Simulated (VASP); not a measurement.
Set up this calculation in VASP 6.6.1, as the native input.

```
Task                   : single point
Functional             : PBE
Potentials or basis    : VASP PAW PBE potentials, release 64 (Li_sv)
Cutoff                 : 520 eV
k mesh                 : 19 × 19 × 10
Occupations            : fermi-dirac, width 0.08 eV
Spin                   : no spin polarisation
Dipole correction      : no
Further INCAR settings : ALGO = Normal; EDIFF = 1e-06; NBANDS = 10
```

The structure of Li lies in POSCAR:

```
Li
1.0
    2.2795214480      0.0000000000      0.0000000000
   -1.1397607240      1.9741234824      0.0000000000
    0.0000000000      0.0000000000      3.7874048632
Li
2
Direct
    0.3333333333      0.6666666667      0.2500000000
    0.6666666667      0.3333333333      0.7500000000
```

These files were run (other wordings do the same):

INCAR

```
SYSTEM = Li
  ALGO = Normal
  EDIFF = 1E-6
  ENCUT = 520
  GGA = PE
  ISIF = 2
  ISMEAR = -1
  LASPH = .True.
  LCHARG = .False.
  LREAL = .False.
  LWAVE = .False.
  NBANDS = 10
  NELM = 60
  PREC = Accurate
  SIGMA = 0.08
```

KPOINTS

```
k-points
0
Gamma
  19 19 10
  0 0 0
```

Potentials or basis: VASP PAW PBE potentials, release 64 (Li_sv).

The run is started by

```sh
$ cat potpaw_PBE.64/Li_sv/POTCAR > POTCAR
$ mpirun -np 1 vasp_std > vasp.out
```

Results of the run:

```json
{
  "Band gap on the k mesh": "zero (band 3 reaches 7.33 eV, above the bottom of band 4 at 1.28 eV)"
}
```

Run time: 23 s on 1 thread of Intel Xeon 6975P-C, with other jobs on the host, peak memory 0.14 GiB.
